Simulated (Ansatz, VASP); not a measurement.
One calculation of Cd, two programs

```xyz
1
Lattice="-1.6474 1.6474 1.6474 1.6474 -1.6474 1.6474 1.6474 1.6474 -1.6474" Properties=species:S:1:pos:R:3 pbc="T T T"
Cd    0.0000    0.0000    0.0000
```

Alike in both runs: task single point; functional LDA; k mesh 14 × 14 × 14; occupations fermi-dirac, width 0.1 eV; no spin polarisation.

|  | VASP | Ansatz |
| --- | --- | --- |
| version | VASP 6.6.1 | Ansatz 0.2.0 |
| potentials or method | VASP PAW LDA potentials, release 64 (Cd_sv_GW), cutoff 630 eV | plane waves (420 eV) with PAW, scalar-relativistic |
| valence electrons in the cell | 20 | 20 |

```csv
,VASP,Ansatz,Ansatz less VASP
pressure (GPa),11.5,11.5,-0.07
```

Ansatz warns that its potentials were made for another functional, while VASP's fit it. LDA's correlation is that of Perdew and Zunger in VASP and of Perdew and Wang (1992) in Ansatz.
